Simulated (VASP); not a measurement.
Mo: single point with PBEsol

The system is Mo.

```
Mo
1.0
    -1.57100    1.57100   -1.57100
    -1.57100   -1.57100    1.57100
     0.00000    6.07187    6.07187
Mo
4
Direct
  0.00000 0.00000 0.90557
  0.50000 0.50000 0.12937
  0.00000 0.00000 0.38810
  0.50000 0.50000 0.64684
```

This cell differs from its parent crystal: the distance across one plane changed.

```json
{
 "Program": "VASP 6.6.1",
 "Task": "single point",
 "Functional": "PBEsol",
 "Potentials or basis": "VASP PAW PBE potentials, release 64 (Mo_sv)",
 "Cutoff": "520 eV",
 "k mesh": "18 × 18 × 6",
 "Occupations": "gaussian, width 0.15 eV",
 "Spin": "no spin polarisation"
}
```

- Pressure: 9.9 GPa
- Largest force: 2.949 eV/Å
- Band gap on the k mesh: zero (bands 28 and 29 overlap by 2.88 eV)

Forces in eV/Å, atoms in the order of the input:
```
Mo   0.000 -2.085 -2.085
Mo   0.000  2.085  2.085
Mo   0.000  0.103  0.103
Mo   0.000 -0.103 -0.103
```

Stress tensor (GPa, compression positive):
```
 5.70  0.00  0.00
 0.00 11.99  4.35
 0.00  4.35 11.99
```

Levels at points of the mesh, in eV from the Fermi level:
```tsv
k point	band 26	band 27	band 28	band 29	band 30	band 31
(0.00, 0.00, 0.00)	-1.55	-1.17	-0.92	0.62	0.96	1.20
(0.50, 0.00, 0.00)	-1.82	1.17	1.17	1.63	1.63	1.77
(0.50, 0.50, 0.00)	-0.50	0.19	0.49	1.60	2.32	2.69
(0.00, 0.00, 0.50)	-1.46	-1.41	-0.65	-0.07	0.80	1.18
(0.50, 0.00, 0.50)	-0.35	-0.11	-0.11	1.36	1.36	1.53
(0.50, 0.50, 0.50)	-0.81	0.58	1.42	1.86	2.55	2.56
```

It took 11 min on 1 thread of Intel(R) Xeon(R) Platinum 8488C (Sapphire Rapids), on a shared host, peak memory 0.59 GiB.

Caveat: the cell differs from its parent crystal (the distance across one plane changed); the stress differs along the axes, from 6 to 12 GPa; the PAW data sets were made with another functional, which shifts forces and pressure a little.
